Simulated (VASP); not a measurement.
Input of a VASP 6.6.1 run:

POSCAR

```
TiH2
1.0
   -1.5449010841      1.5449010841      1.9634207058
    1.5449010841     -1.5449010841      1.9634207058
    1.5449010841      1.5449010841     -1.9634207058
Ti H
1 2
Direct
    0.0000000000      0.0000000000      0.0000000000
    0.7500000000      0.2500000000      0.5000000000
    0.2500000000      0.7500000000      0.5000000000
```

Contents of INCAR.step1:

```
ALGO     = Normal         # electronic algorithm
EDIFF    = 1E-4           # SCF threshold, eV
ENCUT    = 520            # plane-wave cutoff, eV
GGA      = PE             # functional
ISMEAR   = 0              # smearing method
LASPH    = True           # aspherical terms in the spheres
LCHARG   = False          # write CHGCAR
LREAL    = False          # projectors in reciprocal space
LWAVE    = True           # write WAVECAR
NBANDS   = 14             # bands
NELM     = 100            # most SCF steps
PREC     = Accurate       # precision mode
SIGMA    = 0.1            # smearing width, eV
```

File INCAR.step2:

```
ALGO     = Normal         # electronic algorithm
EDIFF    = 1E-6           # SCF threshold, eV
ENCUT    = 520            # plane-wave cutoff, eV
ISIF     = 2              # what is computed and relaxed
ISMEAR   = 0              # smearing method
ISTART   = 1            
LASPH    = True           # aspherical terms in the spheres
LCHARG   = False          # write CHGCAR
LMIXTAU  = True         
LREAL    = False          # projectors in reciprocal space
LWAVE    = False          # write WAVECAR
METAGGA  = R2SCAN         # meta-GGA
NBANDS   = 14             # bands
NELM     = 100            # most SCF steps
PREC     = Accurate       # precision mode
SIGMA    = 0.1            # smearing width, eV
```

The input KPOINTS:

```
k-points
0
Gamma
  18 18 18
```

Potentials or basis: VASP PAW PBE potentials, release 64 (Ti_sv, H).

Run with:

```bash
$ cat potpaw_PBE.64/Ti_sv/POTCAR potpaw_PBE.64/H/POTCAR > POTCAR
$ cp INCAR.step1 INCAR
$ mpirun -np 1 vasp_std > vasp.out
$ cp INCAR.step2 INCAR
$ mpirun -np 1 vasp_std > vasp.out
```

Estimate the pressure.

24.7 GPa.

Estimate the band gap on the k mesh.

zero (bands 7 and 8 overlap by 0.81 eV).

Stress tensor (GPa, compression positive):
```
24.75  0.00  0.00
 0.00 24.75  0.00
 0.00  0.00 24.46
```

Caveat: the cell stands under pressure; the PAW data sets were made with another functional, which shifts forces and pressure a little.
